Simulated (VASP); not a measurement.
# SiC (F-43m) in VASP: further runs

The runs below take SiC through single point, with PBE.

All numbers are computed with VASP 6.6.1; they aren't measurements. Logs are shortened: lines on timing, memory, paths and dates and some standing lists are left out, and cuts for length are marked.

**1. The cell of the first run**

The structure is cubic, space group F-43m (No. 216). The conventional cell has a = 4.380 Å, b = 4.380 Å, c = 4.380 Å, α = 90.00°, β = 90.00°, γ = 90.00°. Within 2.5 Å of Si (site symmetry -43m) lie 4 C at 1.90 Å. Within 2.5 Å of C (site symmetry -43m) lie 4 Si at 1.90 Å.

**2. Single point, PBE**

Contents of INCAR:

```
ALGO = Normal
EDIFF = 1E-7
ENCUT = 520
GGA = PE
ISIF = 2
ISMEAR = 0
LASPH = True
LCHARG = False
LREAL = False
LWAVE = False
NBANDS = 11
NELM = 60
PREC = Accurate
SIGMA = 0.02
```

Contents of KPOINTS:

```
k-points
0
Gamma
  10 10 10
```

Contents of POSCAR:

```
SiC
1.0
    0.0000000000      2.1898629705      2.1898629705
    2.1898629705      0.0000000000      2.1898629705
    2.1898629705      2.1898629705      0.0000000000
Si C
1 1
Direct
    0.2500000000      0.2500000000      0.2500000000
    0.0000000000      0.0000000000      0.0000000000
```

Potentials or basis: VASP PAW PBE potentials, release 64 (Si, C).

Started as:

```bash
> cat potpaw_PBE.64/Si/POTCAR potpaw_PBE.64/C/POTCAR > POTCAR
> mpirun -np 1 vasp_std > vasp.out
```

OUTCAR:

```text
EDIFF = 1E-7
   ENCUT = 520
   GGA = PE
   ISIF = 2
   ISMEAR = 0
   LASPH = True
   LREAL = False
   NELM = 60
   PREC = Accurate

 ion  position               nearest neighbor table
   1  0.250  0.250  0.250-   2 1.90   2 1.90   2 1.90   2 1.90
   2  0.000  0.000  0.000-   1 1.90   1 1.90   1 1.90   1 1.90

  LATTYP: Found a face centered cubic cell.
 ALAT       =     4.3797259410

  Lattice vectors:

 A1 = (   0.0000000000,   2.1898629705,   2.1898629705)
 A2 = (   2.1898629705,   0.0000000000,   2.1898629705)
 A3 = (   2.1898629705,   2.1898629705,   0.0000000000)

Analysis of symmetry for initial positions (statically):
=====================================================================
 Subroutine PRICEL returns:
 Original cell was already a primitive cell.

 Routine SETGRP: Setting up the symmetry group for a
 face centered cubic supercell.

 Subroutine GETGRP returns: Found 24 space group operations
 (whereof 24 operations were pure point group operations)
 out of a pool of 48 trial point group operations.

The static configuration has the point symmetry T_d .

Analysis of symmetry for dynamics (positions and initial velocities):
=====================================================================
 Subroutine PRICEL returns:
 Original cell was already a primitive cell.

 Routine SETGRP: Setting up the symmetry group for a
 face centered cubic supercell.

 Subroutine GETGRP returns: Found 24 space group operations
 (whereof 24 operations were pure point group operations)
 out of a pool of 48 trial point group operations.

The dynamic configuration has the point symmetry T_d .

 Subroutine INISYM returns: Found 24 space group operations
 (whereof 24 operations are pure point group operations),
 and found     1 'primitive' translations

----------------------------------------------------------------------------------------

                                     Primitive cell

  volume of cell :      21.0030

  direct lattice vectors                    reciprocal lattice vectors
     0.000000000  2.189862971  2.189862971    -0.228324789  0.228324789  0.228324789
     2.189862971  0.000000000  2.189862971     0.228324789 -0.228324789  0.228324789
     2.189862971  2.189862971  0.000000000     0.228324789  0.228324789 -0.228324789

  length of vectors
     3.096933913  3.096933913  3.096933913     0.395470135  0.395470135  0.395470135

  position of ions in fractional coordinates (direct lattice)
     0.250000000  0.250000000  0.250000000
[... 85 lines left out ...]
   ISYM   =      2    0-nonsym 1-usesym 2-fastsym
   POTIM  = 0.5000    time-step for ionic-motion
   TEBEG  =    0.0;   TEEND  =   0.0 temperature during run
   PSTRESS=    0.0 pullay stress
   NELECT =       8.0000    total number of electrons
   NUPDOWN=      -1.0000    fix difference up-down
   EMIN   =  10.00;   EMAX   =-10.00  energy-range for DOS
   EFERMI =   0.00;   METHOD = LEGACY
   ISMEAR =     0;   SIGMA  =   0.02  broadening in eV -4-tet -1-fermi 0-gaus
   EFERMI_NEDOS =   21; number of points for ismear=-14 and -15
   IALGO  =     38    algorithm
   IMIX   =      4    mixing-type and parameters
     AMIX     =   0.40;   BMIX     =  1.00
     AMIX_MAG =   1.60;   BMIX_MAG =  1.00
  volume/ion in A,a.u.               =      10.50        70.87
  Fermi-wavevector in a.u.,A,eV,Ry     =   1.186710  2.242556 19.160817  1.408280
  Thomas-Fermi vector in A             =   2.322877
   LORBIT       =      0    0 simple, 1 ext, 2 COOP (PROOUT), +10 PAW based schemes
   GGA     = PE    functional components
   LHFCALC =     F    Hartree Fock is set to
   AEXX    =    0.0000 exact exchange contribution
   IVDW    =     0    specifies the selected vdW correction
   LEPSILON=     F    determine dielectric tensor
   LRPA    =     F    only Hartree local field effects (RPA)
 non-spin polarized calculation
 Gauss-broadening in eV      SIGMA  =   0.02
  energy-cutoff  :      520.00
  volume of cell :       21.00
 maximum number of plane-waves:       588
   NGX = 11   NGY = 11   NGZ = 11

 number of electron       8.0000001 magnetization

 Free energy of the ion-electron system (eV)
  ---------------------------------------------------
  ext. energy  EPLUGINS =         0.00000000
  ---------------------------------------------------
  free energy    TOTEN  =       -15.06083296 eV

  energy without entropy =      -15.06083296  energy(sigma->0) =      -15.06083296

 E-fermi :   8.0392     XC(G=0): -11.2911

 val. band max:        7.9404124273   @ k =   0.0000   0.0000   0.0000
 cond. band min:       9.3110737730   @ k =   0.5000   0.5000   0.0000
 fundamental gap:      1.3706613456
 Fermi energy:         8.0391713021

 k-point     1 :       0.0000    0.0000    0.0000
  band No.  band energies     occupation
      1      -7.3462      2.00000
      2       7.9404      2.00000
      3       7.9404      2.00000
      4       7.9404      2.00000
      5      13.9997      0.00000
      6      15.1449      0.00000
      7      15.1449      0.00000
      8      15.1449      0.00000
      9      22.3601      0.00000
     10      22.3601      0.00000
     11      24.1908      0.00000
[... 309 lines left out ...]
 k-point    24 :       0.4000    0.3000    0.0000
  band No.  band energies     occupation
      1      -4.2446      2.00000
      2       2.3770      2.00000
      3       4.8191      2.00000
      4       5.3393      2.00000
      5      10.7989      0.00000
      6      13.5031      0.00000
      7      19.4030      0.00000
      8      19.7316      0.00000
      9      21.5348      0.00000
     10      25.8803      0.00000
     11      28.9681      0.00000

 [... further k-points ...]

------------------------ aborting loop because EDIFF is reached ----------------------------------------

  FORCE on cell =-STRESS in cart. coord.  units (eV):
  Direction    XX          YY          ZZ          XY          YZ          ZX
  --------------------------------------------------------------------------------------
  -------------------------------------------------------------------------------------
  Total       -0.0063448     -0.0063448     -0.0063448     -0.0000000      0.0000000      0.0000000
  in kB       -0.4839992     -0.4839992     -0.4839992     -0.0000000      0.0000000      0.0000000
  external PRESSURE =      -0.4839992 kB  Pullay stress =       0.0000000 kB

 VOLUME and BASIS-vectors are now :
 -----------------------------------------------------------------------------
  energy-cutoff  :      520.00
  volume of cell :       21.00
      direct lattice vectors                 reciprocal lattice vectors
     0.000000000  2.189862971  2.189862971    -0.228324789  0.228324789  0.228324789
     2.189862971  0.000000000  2.189862971     0.228324789 -0.228324789  0.228324789
     2.189862971  2.189862971  0.000000000     0.228324789  0.228324789 -0.228324789

 POSITION                                       TOTAL-FORCE (eV/Angst)
 -----------------------------------------------------------------------------------
      1.09493      1.09493      1.09493         0.000000      0.000000      0.000000
      0.00000      0.00000      0.00000        -0.000000     -0.000000     -0.000000
 -----------------------------------------------------------------------------------
    total drift:                               -0.000000     -0.000000     -0.000000

  FREE ENERGIE OF THE ION-ELECTRON SYSTEM (eV)
  ---------------------------------------------------
  free  energy   TOTEN  =       -15.0608329566 eV

  energy  without entropy=      -15.0608329566  energy(sigma->0) =      -15.06083296
```

OSZICAR:

```text
N       E                     dE             d eps       ncg     rms          rms(c)
DAV:   1     0.195729500420E+01    0.19573E+01   -0.38338E+03  1034   0.649E+02
DAV:   2    -0.163321712881E+02   -0.18289E+02   -0.17358E+02  1378   0.101E+02
DAV:   3    -0.168724141704E+02   -0.54024E+00   -0.53888E+00  1259   0.146E+01
DAV:   4    -0.168746272241E+02   -0.22131E-02   -0.22129E-02  1202   0.117E+00
DAV:   5    -0.168746376635E+02   -0.10439E-04   -0.10439E-04  1259   0.748E-02    0.866E+00
DAV:   6    -0.151131307163E+02    0.17615E+01   -0.64690E+00  1136   0.113E+01    0.383E+00
DAV:   7    -0.150682306830E+02    0.44900E-01   -0.36713E-01  1235   0.348E+00    0.176E+00
DAV:   8    -0.150606174238E+02    0.76133E-02   -0.20108E-02  1175   0.943E-01    0.172E-01
DAV:   9    -0.150607165324E+02   -0.99109E-04   -0.16864E-03  1278   0.232E-01    0.113E-01
DAV:  10    -0.150608301861E+02   -0.11365E-03   -0.24995E-04  1175   0.953E-02    0.265E-02
DAV:  11    -0.150608325037E+02   -0.23176E-05   -0.45085E-05  1250   0.345E-02    0.704E-03
DAV:  12    -0.150608329341E+02   -0.43040E-06   -0.21212E-06  1175   0.862E-03    0.115E-03
DAV:  13    -0.150608329566E+02   -0.22509E-07   -0.11181E-07  1154   0.221E-03
   1 F= -.15060833E+02 E0= -.15060833E+02  d E =-.870898E-15
```

Run time: 6.2 s. Hardware: 1 thread of Intel Xeon Platinum 8259CL at 2.50GHz (Skylake/Cascade Lake), shared host; peak memory 0.13 GiB.

Results:

| Quantity | Value |
| --- | --- |
| Free energy | -15.0608 eV |
| Pressure | 0.0 GPa |
| Band gap on the k mesh | 1.37 eV, indirect (least direct gap 4.53 eV) |

Levels at points of the mesh, in eV from the valence-band top:
```csv
k point,band 1,band 2,band 3,band 4,band 5,band 6,band 7,band 8
"(0.00, 0.00, 0.00)",-15.29,0.00,0.00,0.00,6.06,7.20,7.20,7.20
"(0.50, 0.00, 0.00)",-11.78,-8.45,-1.05,-1.05,5.30,7.17,7.17,9.97
"(0.50, 0.50, 0.00)",-10.34,-7.75,-3.16,-3.16,1.37,4.27,13.86,13.86
```

**3. Single point, PBE**

This run uses another cell than the first one: it holds 32 atoms, not 2.

Contents of INCAR:

```
  PREC = Accurate
  ENCUT = 520
  EDIFF = 1E-6
  ISMEAR = 0
  SIGMA = 0.02
  LREAL = Auto
  LASPH = True
  NELM = 80
  ALGO = Normal
  ISIF = 2
  LWAVE = False
  LCHARG = False
  GGA = PE
  NBANDS = 86
```

Contents of KPOINTS:

```
Automatic mesh
0
Gamma
  2 2 2
  0.5 0.5 0.5
```

Contents of POSCAR:

```
SiC
1.0
   -4.3797259409     -4.3797259409      4.3797259409
    4.3797259409      4.3797259409      4.3797259409
   -4.3797259409      4.3797259409     -4.3797259409
Si C
16 16
Direct
    0.0000000000      0.2500000000      0.0000000000
    0.2500000000      0.2500000000      0.7500000000
    0.0000000000      0.5000000000      0.7500000000
    0.5000000000      0.2500000000      0.5000000000
    0.2500000000      0.5000000000      0.5000000000
    0.0000000000      0.7500000000      0.5000000000
    0.7500000000      0.2500000000      0.2500000000
    0.5000000000      0.5000000000      0.2500000000
    0.2500000000      0.7500000000      0.2500000000
    0.0000000000      0.0000000000      0.2500000000
    0.7500000000      0.5000000000      0.0000000000
    0.5000000000      0.7500000000      0.0000000000
    0.2500000000      0.0000000000      0.0000000000
    0.7500000000      0.7500000000      0.7500000000
    0.5000000000      0.0000000000      0.7500000000
    0.7500000000      0.0000000000      0.5000000000
    0.2500000000      0.5000000000      0.2500000000
    0.5000000000      0.5000000000      0.0000000000
    0.2500000000      0.7500000000      0.0000000000
    0.7500000000      0.5000000000      0.7500000000
    0.5000000000      0.7500000000      0.7500000000
    0.2500000000      0.0000000000      0.7500000000
    0.0000000000      0.5000000000      0.5000000000
    0.7500000000      0.7500000000      0.5000000000
    0.5000000000      0.0000000000      0.5000000000
    0.2500000000      0.2500000000      0.5000000000
    0.0000000000      0.7500000000      0.2500000000
    0.7500000000      0.0000000000      0.2500000000
    0.5000000000      0.2500000000      0.2500000000
    0.0000000000      0.0000000000      0.0000000000
    0.7500000000      0.2500000000      0.0000000000
    0.0000000000      0.2500000000      0.7500000000
```

Potentials or basis: VASP PAW PBE potentials, release 64 (Si, C).

Started as:

```bash
> cat potpaw_PBE.64/Si/POTCAR potpaw_PBE.64/C/POTCAR > POTCAR
> mpirun -np 1 vasp_std > vasp.out
```

It took 95 s on 1 thread of Intel Xeon Platinum 8259CL at 2.50GHz (Skylake/Cascade Lake), shared host; peak memory 0.4 GiB.

Results (log left out):

* Free energy: -240.9606 eV
* Pressure: 0.0 GPa
* Band gap on the k mesh: 2.69 eV

Levels at points of the mesh, in eV from the valence-band top:
| k point | band 62 | band 63 | band 64 | band 65 | band 66 | band 67 |
| --- | --- | --- | --- | --- | --- | --- |
| (0.25, 0.25, 0.25) | 0.00 | 0.00 | 0.00 | 4.31 | 4.31 | 4.31 |

A k mesh can miss the band edges. PBE gaps usually lie below the measured ones, often by a third to a half.
